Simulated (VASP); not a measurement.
Wanted: the native input for a VASP 6.6.1 run.

* Task: single point
* Functional: r2SCAN
* Potentials or basis: VASP PAW PBE potentials, release 64 (V_sv)
* Cutoff: 520 eV
* k mesh: 11 × 6 × 11
* Occupations: gaussian, width 0.1 eV
* Spin: collinear spin, ferromagnetic start
* Starting moments: [2.0, 2.0] μB
* Dipole correction: no
* Further INCAR settings: ALGO = Normal; EDIFF = 1e-06; NBANDS = 24; ISYM = 0

V:

```
V
1.0
    -1.51605    1.51605    1.51605
     3.03210   -3.03210    3.03210
     1.51605    1.51605   -1.51605
V
2
Cartesian
  0.0000 0.0000 0.0000
  1.5160 -1.5160 1.5160
```

The input as run:

POSCAR

```
V
1.0
   -1.5160500000      1.5160500000      1.5160500000
    3.0321000000     -3.0321000000      3.0321000000
    1.5160500000      1.5160500000     -1.5160500000
V
2
Direct
    0.0000000000      0.0000000000      0.0000000000
    0.0000000000      0.5000000000      0.0000000000
```

INCAR.step1

```
SYSTEM = V
PREC = Accurate
ENCUT = 520
ISMEAR = 0
SIGMA = 0.1
LREAL = .FALSE.
LASPH = .TRUE.
NELM = 150
ISPIN = 2
MAGMOM = 2 2
LMAXMIX = 4
ISYM = 0
NBANDS = 24
GGA = PE
ALGO = Normal
EDIFF = 1E-4
LWAVE = .TRUE.
LCHARG = .FALSE.
```

INCAR.step2

```
SYSTEM = V
PREC = Accurate
ENCUT = 520
EDIFF = 1E-6
ISMEAR = 0
SIGMA = 0.1
LREAL = .FALSE.
LASPH = .TRUE.
NELM = 150
ALGO = Normal
ISIF = 2
LWAVE = .FALSE.
LCHARG = .FALSE.
ISPIN = 2
MAGMOM = 2 2
LORBIT = 11
LMAXMIX = 4
METAGGA = R2SCAN
LMIXTAU = .TRUE.
ISYM = 0
NBANDS = 24
ISTART = 1
```

KPOINTS

```
Automatic mesh
0
G
  11 6 11
  0 0 0
```

Potentials or basis: VASP PAW PBE potentials, release 64 (V_sv).

Run with:

```bash
$ cat potpaw_PBE.64/V_sv/POTCAR > POTCAR
$ cp INCAR.step1 INCAR
$ mpirun -np 1 vasp_std > vasp.out
$ cp INCAR.step2 INCAR
$ mpirun -np 1 vasp_std > vasp.out
```

Results of the run:

* Pressure: -8.3 GPa
* Band gap on the k mesh: zero (filled and empty bands overlap)
* Net moment: 0.00 μB per cell
* Valence electrons inside the program's atomic spheres: V 11.56

Caveat: the cell stands under tension; the moments typed at the start vanished in this run; the PAW data sets were made with another functional, which shifts forces and pressure a little.

Run time: 17 min on 1 thread of Intel(R) Xeon(R) 6975P-C (Granite Rapids), with other jobs on the host, peak memory 0.41 GiB.
